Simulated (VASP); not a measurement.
Write the native input for VASP 6.6.1 that does the following.

```
Task                   : single point
Functional             : PBEsol
Potentials or basis    : VASP PAW PBE potentials, release 64 (Cd)
Cutoff                 : 520 eV
k mesh                 : 15 × 15 × 15
Occupations            : gaussian, width 0.1 eV
Spin                   : no spin polarisation
Dipole correction      : no
Further INCAR settings : ALGO = Fast; EDIFF = 1e-06; NBANDS = 12
```

The structure of Cd lies in POSCAR:

```
Cd
1.0
   -1.9357930946      1.8644202146      1.8644202146
    1.8644202146     -1.9357930946      1.8644202146
    1.8644202146      1.8644202146     -1.9357930946
Cd
1
Direct
    0.0000000000      0.0000000000      0.0000000000
```

This cell differs from its parent crystal: strained.

One way to write it, as run:

INCAR

```
PREC = Accurate
ENCUT = 520
EDIFF = 1E-6
ISMEAR = 0
SIGMA = 0.1
LREAL = F
LASPH = T
NELM = 80
ALGO = Fast
ISIF = 2
LWAVE = F
LCHARG = T
GGA = PS
LELF = T
LVHAR = T
NBANDS = 12
```

KPOINTS

```
Automatic mesh
0
Gamma
  15 15 15
```

Potentials or basis: VASP PAW PBE potentials, release 64 (Cd).

Command:

```sh
$ cat potpaw_PBE.64/Cd/POTCAR > POTCAR
$ mpirun -np 1 vasp_std > vasp.out
```

Results of the run:

| Quantity | Value |
| --- | --- |
| Pressure | -5.4 GPa |
| Band gap on the k mesh | zero (bands 6 and 7 overlap by 3.94 eV) |

Caveat: the cell differs from its parent crystal (strained); the cell stands under tension; the PAW data sets were made with another functional, which shifts forces and pressure a little.

It took 34 s on 1 thread of Intel(R) Xeon(R) Platinum 8488C (Sapphire Rapids) (shared host), peak memory 0.22 GiB.
